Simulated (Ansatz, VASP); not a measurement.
# Two plane-wave programs on AlN

INCAR

```
ALGO = Normal
EDIFF = 1E-6
ENCUT = 520
GGA = CA
ISIF = 2
ISMEAR = 0
LASPH = True
LCHARG = False
LREAL = False
LWAVE = False
NBANDS = 16
NELM = 100
PREC = Accurate
SIGMA = 0.05
```

File KPOINTS:

```
k-points
0
Gamma
  9 9 6
```

The input POSCAR:

```
AlN
1.0
    3.0887424016      0.0000000000      0.0000000000
   -1.5443712008      2.6749293856      0.0000000000
    0.0000000000      0.0000000000      4.9437688231
Al N
2 2
Direct
    0.3461934859      0.6923869718      0.0015212672
    0.6538065141      0.3076130282      0.5015212672
    0.3218578045      0.6437156091      0.3834787328
    0.6781421955      0.3562843909      0.8834787328
```

Input for Ansatz:

```yaml
crystal:
  lattice:
    - [3.0887424016, 0.0, 0.0]
    - [-1.5443712008, 2.6749293856, 0.0]
    - [0.0, 0.0, 4.9437688231]
  atoms:
    - { symbol: Al, position: [0.3461934859, 0.6923869718, 0.0015212672] }
    - { symbol: Al, position: [0.6538065141, 0.3076130282, 0.5015212672] }
    - { symbol: "N", position: [0.3218578045, 0.6437156091, 0.3834787328] }
    - { symbol: "N", position: [0.6781421955, 0.3562843909, 0.8834787328] }
basis:
  ecutwfc: 520.0
kpoints:
  mp_grid: { grid: [9, 9, 6] }
hamiltonian:
  xc: lda
scf:
  occupations: { method: gaussian, width: 0.05 }
output:
  forces: true
  stress: true
  eigenvalues: true
```

Change from the starting cell: mode 5 frozen in at +0.069 Å, equal normal strain along x, y and z +0.0000.

Alike in both runs: task single point; functional LDA; k mesh 9 × 9 × 6; occupations gaussian, width 0.05 eV; no spin polarisation.

```csv
,VASP,Ansatz
version,VASP 6.6.1,Ansatz 0.2.0
potentials or method,"VASP PAW LDA potentials, release 64 (Al, N), cutoff 520 eV","scalar-relativistic, plane waves, PAW"
valence electrons in the cell,16,16
```

|  | VASP | Ansatz | Ansatz less VASP |
| --- | --- | --- | --- |
| gap on the k mesh at the Fermi level (eV) | 4.36 | 4.36 | -0.005 |
| least direct gap on the mesh (eV) | 4.36 | 4.36 | -0.005 |
| pressure (GPa) | 0.5 | -0.1 | -0.59 |
| traceless stress, the component that is largest in VASP (GPa) | -0.52 | -0.55 | -0.032 |
| rms of the force components (eV/Å) | 0.184 | 0.184 | +0.0001 |

LDA's correlation is that of Perdew and Zunger in VASP and of Perdew and Wang (1992) in Ansatz. Atom by atom the forces differ by 0.001 eV/Å (rms over components).
